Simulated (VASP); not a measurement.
# PbO2 (Plattnerite) in VASP: further runs

PbO2 (Plattnerite) is run at these levels: PBE+D3(BJ); tasks: single point, molecular dynamics.

Everything below comes from runs of VASP 6.6.1. Logs are shortened: lines on timing, memory, paths and dates and some standing lists are left out, and cuts for length are marked.

## 1. The cell of the first run

The typed cell holds 6 atoms: a = 4.958 Å, b = 4.958 Å, c = 3.388 Å, α = 90.00°, β = 90.00°, γ = 90.00°.

## 2. Single point, PBE+D3(BJ)

Contents of INCAR:

```
ALGO     = Normal         # electronic algorithm
EDIFF    = 1E-6           # SCF threshold, eV
ENCUT    = 520            # plane-wave cutoff, eV
GGA      = PE             # functional
GGA_COMPAT= False        
ISIF     = 2              # what is computed and relaxed
ISMEAR   = 0              # smearing method
IVDW     = 12             # dispersion correction
LASPH    = True           # aspherical terms in the spheres
LCHARG   = False          # write CHGCAR
LREAL    = False          # projectors in reciprocal space
LWAVE    = False          # write WAVECAR
NBANDS   = 35             # bands
NELM     = 120            # most SCF steps
PREC     = Accurate       # precision mode
SIGMA    = 0.01           # smearing width, eV
```

Contents of KPOINTS:

```
Automatic mesh
0
Gamma
  1 1 2
  0 0 0.5
```

Contents of POSCAR:

```
PbO2
1.0
    4.9577000000      0.0000000000      0.0000000000
    0.0000000000      4.9577000000      0.0000000000
    0.0000000000      0.0000000000      3.3879000000
Pb O
2 4
Direct
    0.0013385239     -0.0031748593      0.0025827209
    0.4974344958      0.5012098352      0.4954414239
    0.3105214111      0.3137652540      0.0045479501
    0.1943282167      0.8121114630      0.4987228076
    0.6920777780      0.6994795974      0.0049706308
    0.8189642374      0.2000919781      0.5173464388
```

Potentials or basis: VASP PAW PBE potentials, release 64 (Pb_d, O).

Run with:

```sh
cat potpaw_PBE.64/Pb_d/POTCAR potpaw_PBE.64/O/POTCAR > POTCAR
mpirun -np 1 vasp_std > vasp.out
```

OUTCAR:

```text
EDIFF = 1E-6
   ENCUT = 520
   GGA = PE
   ISIF = 2
   ISMEAR = 0
   IVDW = 12
   LASPH = True
   LREAL = False
   NELM = 120
   PREC = Accurate
 IVDW          = 12

 ion  position               nearest neighbor table
   1  0.001  0.997  0.003-   5 2.13   6 2.13   4 2.14   4 2.16   3 2.20   6 2.21   2 3.86   2 3.88
                             2 3.88   2 3.88   2 3.90   2 3.91   2 3.91   2 3.93
   2  0.497  0.501  0.495-   3 2.12   4 2.15   5 2.16   3 2.17   6 2.19   5 2.21   1 3.86   1 3.88
                             1 3.88   1 3.88   1 3.90   1 3.91   1 3.91   1 3.93
   3  0.311  0.314  0.005-   2 2.12   2 2.17   1 2.20
   4  0.194  0.812  0.499-   1 2.14   2 2.15   1 2.16
   5  0.692  0.699  0.005-   1 2.13   2 2.16   2 2.21
   6  0.819  0.200  0.517-   1 2.13   2 2.19   1 2.21

  LATTYP: Found a simple tetragonal cell.
 ALAT       =     4.9577000000
 C/A-ratio  =     0.6833612361

  Lattice vectors:

 A1 = (   4.9577000000,   0.0000000000,   0.0000000000)
 A2 = (   0.0000000000,   4.9577000000,   0.0000000000)
 A3 = (   0.0000000000,   0.0000000000,   3.3879000000)

Analysis of symmetry for initial positions (statically):
=====================================================================
 Subroutine PRICEL returns:
 Original cell was already a primitive cell.

 Routine SETGRP: Setting up the symmetry group for a
 simple tetragonal supercell.

 Subroutine GETGRP returns: Found  1 space group operations
 (whereof  1 operations were pure point group operations)
 out of a pool of 16 trial point group operations.

The static configuration has the point symmetry C_1 .

Analysis of symmetry for dynamics (positions and initial velocities):
=====================================================================
 Subroutine PRICEL returns:
 Original cell was already a primitive cell.

 Routine SETGRP: Setting up the symmetry group for a
 simple tetragonal supercell.

 Subroutine GETGRP returns: Found  1 space group operations
 (whereof  1 operations were pure point group operations)
 out of a pool of 16 trial point group operations.

The dynamic configuration has the point symmetry C_1 .

 Subroutine INISYM returns: Found  1 space group operations
 (whereof  1 operations are pure point group operations),
 and found     1 'primitive' translations

----------------------------------------------------------------------------------------

                                     Primitive cell

  volume of cell :      83.2705

  direct lattice vectors                    reciprocal lattice vectors
     4.957700000  0.000000000  0.000000000     0.201706436  0.000000000  0.000000000
     0.000000000  4.957700000  0.000000000     0.000000000  0.201706436  0.000000000
     0.000000000  0.000000000  3.387900000     0.000000000  0.000000000  0.295168098

  length of vectors
     4.957700000  4.957700000  3.387900000     0.201706436  0.201706436  0.295168098

  position of ions in fractional coordinates (direct lattice)
     0.001338524  0.996825141  0.002582721
     0.497434496  0.501209835  0.495441424
     0.310521411  0.313765254  0.004547950
     0.194328217  0.812111463  0.498722808
     0.692077778  0.699479597  0.004970631
     0.818964237  0.200091978  0.517346439

  ion indices of the primitive-cell ions
   primitive index   ion index
                 1           1
                 2           2
                 3           3
                 4           4
                 5           5
                 6           6

----------------------------------------------------------------------------------------

 KPOINTS: Automatic mesh

Automatic generation of k-mesh.
 Grid dimensions read from file:
 generate k-points for:    1    1    2

 Generating k-lattice:

  Cartesian coordinates                     Fractional coordinates (reciprocal lattice)
     0.201706436  0.000000000  0.000000000     1.000000000  0.000000000  0.000000000
     0.000000000  0.201706436  0.000000000     0.000000000  1.000000000  0.000000000
     0.000000000  0.000000000  0.147584049     0.000000000  0.000000000  0.500000000

  Length of vectors
     0.201706436  0.201706436  0.147584049

  Shift w.r.t. Gamma in fractional coordinates (k-lattice)
     0.000000000  0.000000000  0.500000000

 Subroutine IBZKPT returns following result:
 ===========================================

 Found      1 irreducible k-points:

 Following reciprocal coordinates:
            Coordinates               Weight
  0.000000  0.000000  0.250000      2.000000
   k-points           NKPTS =      1   k-points in BZ     NKDIM =      1   number of bands    NBANDS=     35
   number of dos      NEDOS =    301   number of ions     NIONS =      6
   total plane-waves  NPLWV =  44800
   dimension x,y,z NGX =    40 NGY =   40 NGZ =   28
   dimension x,y,z NGXF=    80 NGYF=   80 NGZF=   56
   ions per type =               2   4
   NGX,Y,Z   is equivalent  to a cutoff of  13.41, 13.41, 13.74 a.u.
   NGXF,Y,Z  is equivalent  to a cutoff of  26.83, 26.83, 27.48 a.u.
 SYSTEM =  unknown system
   PREC   = accura    normal or accurate (medium, high low for compatibility)
   ISTART =      0    job   : 0-new  1-cont  2-samecut
   ICHARG =      2    charge: 1-file 2-atom 10-const
   ISPIN  =      1    spin polarized calculation?
   LNONCOLLINEAR =      F non collinear calculations
   LSORBIT =      F    spin-orbit coupling
   LASPH  =      T    aspherical Exc in radial PAW
   ENCUT  =  520.0 eV  38.22 Ry    6.18 a.u.   9.22  9.22  6.30*2*pi/ulx,y,z
   NELM   =    120;   NELMIN=  2; NELMDL= -5     # of ELM steps
   EDIFF  = 0.1E-05   stopping-criterion for ELM
   LREAL  =      F    real-space projection
   EDIFFG = 0.1E-04   stopping-criterion for IOM
   NSW    =      0    number of steps for IOM
   IBRION =     -1    ionic relax: 0-MD 1-quasi-New 2-CG
   NFREE  =      0    steps in history (QN), initial steepest desc. (CG)
   ISIF   =      2    stress and relaxation
   ISYM   =      2    0-nonsym 1-usesym 2-fastsym
   POTIM  = 0.5000    time-step for ionic-motion
   TEBEG  =    0.0;   TEEND  =   0.0 temperature during run
   PSTRESS=    0.0 pullay stress
   NELECT =      52.0000    total number of electrons
   NUPDOWN=      -1.0000    fix difference up-down
   EMIN   =  10.00;   EMAX   =-10.00  energy-range for DOS
   EFERMI =   0.00;   METHOD = LEGACY
   ISMEAR =     0;   SIGMA  =   0.01  broadening in eV -4-tet -1-fermi 0-gaus
   EFERMI_NEDOS =   21; number of points for ismear=-14 and -15
   IALGO  =     38    algorithm
   IMIX   =      4    mixing-type and parameters
     AMIX     =   0.40;   BMIX     =  1.00
     AMIX_MAG =   1.60;   BMIX_MAG =  1.00
  volume/ion in A,a.u.               =      13.88        93.66
  Fermi-wavevector in a.u.,A,eV,Ry     =   1.399305  2.644302 26.640933  1.958053
  Thomas-Fermi vector in A             =   2.522377
   LORBIT       =      0    0 simple, 1 ext, 2 COOP (PROOUT), +10 PAW based schemes
   GGA     = PE    functional components
   LHFCALC =     F    Hartree Fock is set to
   AEXX    =    0.0000 exact exchange contribution
   IVDW    =    12    specifies the selected vdW correction
   LEPSILON=     F    determine dielectric tensor
   LRPA    =     F    only Hartree local field effects (RPA)
 non-spin polarized calculation
 Gauss-broadening in eV      SIGMA  =   0.01
  energy-cutoff  :      520.00
  volume of cell :       83.27
 maximum number of plane-waves:      2237
 NGX is ok and might be reduce to    40
   NGX = 19   NGY = 19   NGZ = 13

 number of electron      51.9999993 magnetization

 Free energy of the ion-electron system (eV)
  ---------------------------------------------------
  ext. energy  EPLUGINS =         0.00000000
  ---------------------------------------------------
  free energy    TOTEN  =       -32.05729802 eV

  energy without entropy =      -32.05729802  energy(sigma->0) =      -32.05729802

 E-fermi :   4.1457     XC(G=0): -10.7256

 val. band max:        4.0580579137   @ k =   0.0000   0.0000   0.2500
 cond. band min:       6.1861613719   @ k =   0.0000   0.0000   0.2500
 fundamental gap:      2.1281034583
 Fermi energy:         4.1456521957

 k-point     1 :       0.0000    0.0000    0.2500
  band No.  band energies     occupation
      1     -13.6372      2.00000
      2     -13.5805      2.00000
      3     -13.0436      2.00000
      4     -13.0020      2.00000
      5     -10.9066      2.00000
      6     -10.7233      2.00000
[... 27 lines left out ...]
     34      15.4495      0.00000
     35      16.3719      0.00000

------------------------ aborting loop because EDIFF is reached ----------------------------------------

 Edisp (eV)   -1.30064

 E8    (eV) :    -0.5531

  FORCE on cell =-STRESS in cart. coord.  units (eV):
  Direction    XX          YY          ZZ          XY          YZ          ZX
  --------------------------------------------------------------------------------------
  -------------------------------------------------------------------------------------
  Total       5.48143     5.37260    -1.55581     0.12506    -0.12431     0.19134
  in kB     105.46620   103.37227   -29.93485     2.40624    -2.39182     3.68141
  external pressure =       59.63 kB  Pullay stress =        0.00 kB

 VOLUME and BASIS-vectors are now :
 -----------------------------------------------------------------------------
  energy-cutoff  :      520.00
  volume of cell :       83.27
      direct lattice vectors                 reciprocal lattice vectors
     4.957700000  0.000000000  0.000000000     0.201706436  0.000000000  0.000000000
     0.000000000  4.957700000  0.000000000     0.000000000  0.201706436  0.000000000
     0.000000000  0.000000000  3.387900000     0.000000000  0.000000000  0.295168098

 POSITION                                       TOTAL-FORCE (eV/Angst)
 -----------------------------------------------------------------------------------
      0.00664      4.94196      0.00875         0.051043      0.489672      0.253462
      2.46613      2.48485      1.67851         0.527457     -0.041858      0.496218
      1.53947      1.55555      0.01541        -0.057230     -0.109006     -0.235154
      0.96342      4.02621      1.68962        -0.066210      0.142985      0.127965
      3.43111      3.46781      0.01684        -0.500270     -0.468187     -0.180223
      4.06018      0.99200      1.75272         0.045211     -0.013605     -0.462268
 -----------------------------------------------------------------------------------
    total drift:                               -0.000073      0.000279      0.000053

  FREE ENERGIE OF THE ION-ELECTRON SYSTEM (eV)
  ---------------------------------------------------
  free  energy   TOTEN  =       -33.3579345659 eV

  energy  without entropy=      -33.3579345659  energy(sigma->0) =      -33.35793457
```

It took 5.6 s on 1 thread of Intel Xeon 6975P-C (Granite Rapids), shared host; peak memory 0.2 GiB.

What came out:

- Free energy: -33.3579 eV
- Pressure: 6.0 GPa
- Largest force: 0.725 eV/Å
- Band gap on the k mesh: 2.13 eV
- Dispersion energy per atom: -0.217 eV

Forces on the atoms (eV/Å):
```
Pb   0.051  0.490  0.253
Pb   0.527 -0.042  0.496
O   -0.057 -0.109 -0.235
O   -0.066  0.143  0.128
O   -0.500 -0.468 -0.180
O    0.045 -0.014 -0.462
```

Caveat: the k points lie up to 1.27 Å⁻¹ apart; spin-orbit coupling is left out, which moves the levels of the heavy elements. As with any semilocal functional, this PBE gap is likely too small.

## 3. Molecular dynamics, PBE+D3(BJ)

Contents of INCAR:

```
SYSTEM = PbO2
ALGO     = Normal         ! electronic algorithm
ANDERSEN_PROB= 0.0          
EDIFF    = 1E-5           ! SCF threshold, eV
ENCUT    = 440            ! plane-wave cutoff, eV
GGA      = PE             ! functional
GGA_COMPAT= .False.      
IBRION   = 0              ! ionic algorithm
ISIF     = 2              ! what is computed and relaxed
ISMEAR   = 0              ! smearing method
ISYM     = 0            
IVDW     = 12             ! dispersion correction
LASPH    = .True.         ! aspherical terms in the spheres
LCHARG   = .False.        ! write CHGCAR
LREAL    = .False.        ! projectors in reciprocal space
LWAVE    = .False.        ! write WAVECAR
MAXMIX   = 40           
MDALGO   = 1            
NBANDS   = 35             ! bands
NELM     = 120            ! most SCF steps
NELMIN   = 4            
NSW      = 10             ! ionic steps
POTIM    = 2.0            ! step
PREC     = Normal         ! precision mode
RANDOM_SEED= 533 0 0      
SIGMA    = 0.01           ! smearing width, eV
TEBEG    = 800.0        
TEEND    = 800.0
```

KPOINTS is that of step 2.

Contents of POSCAR:

```
PbO2
1.0
    4.9577000000      0.0000000000      0.0000000000
    0.0000000000      4.9577000000      0.0000000000
    0.0000000000      0.0000000000      3.3879000000
Pb O
2 4
Direct
    0.0000000000      0.0000000000      0.0000000000
    0.5000000000      0.5000000000      0.5000000000
    0.3072000000      0.3072000000      0.0000000000
    0.1928000000      0.8072000000      0.5000000000
    0.6928000000      0.6928000000      0.0000000000
    0.8072000000      0.1928000000      0.5000000000
```

Potentials or basis: VASP PAW PBE potentials, release 64 (Pb_d, O).

Run with:

```sh
cat potpaw_PBE.64/Pb_d/POTCAR potpaw_PBE.64/O/POTCAR > POTCAR
mpirun -np 1 vasp_std > vasp.out
```

Wall time 19 s (1 thread of Intel Xeon 6975P-C (Granite Rapids), shared host); peak memory 0.16 GiB.

The run converged. Its results:

```
Dispersion energy per atom : -0.217 eV
```

The path:
```csv
step,potential energy change (eV),largest force (eV/Å),pressure (GPa),volume (Å³),temperature (K)
1,0.0000,0.3925,4.10,83.27,799
2,0.0077,0.6084,4.24,83.27,787
3,0.0287,0.7957,4.33,83.27,755
4,0.0606,0.9497,4.57,83.27,706
5,0.0998,1.0597,4.74,83.27,646
6,0.1418,1.3246,5.06,83.27,581
7,0.1822,1.5622,5.27,83.27,519
8,0.2167,1.7322,5.51,83.27,466
9,0.2424,1.8259,5.63,83.27,426
10,0.2578,1.8342,5.72,83.27,402
```

Caveat: the k points lie up to 1.27 Å⁻¹ apart; the cutoff is under 1.25 times the usual one of these potentials, so pressure, stress and relaxed cells hold a basis-set (Pulay) error; spin-orbit coupling is left out, which moves the levels of the heavy elements.
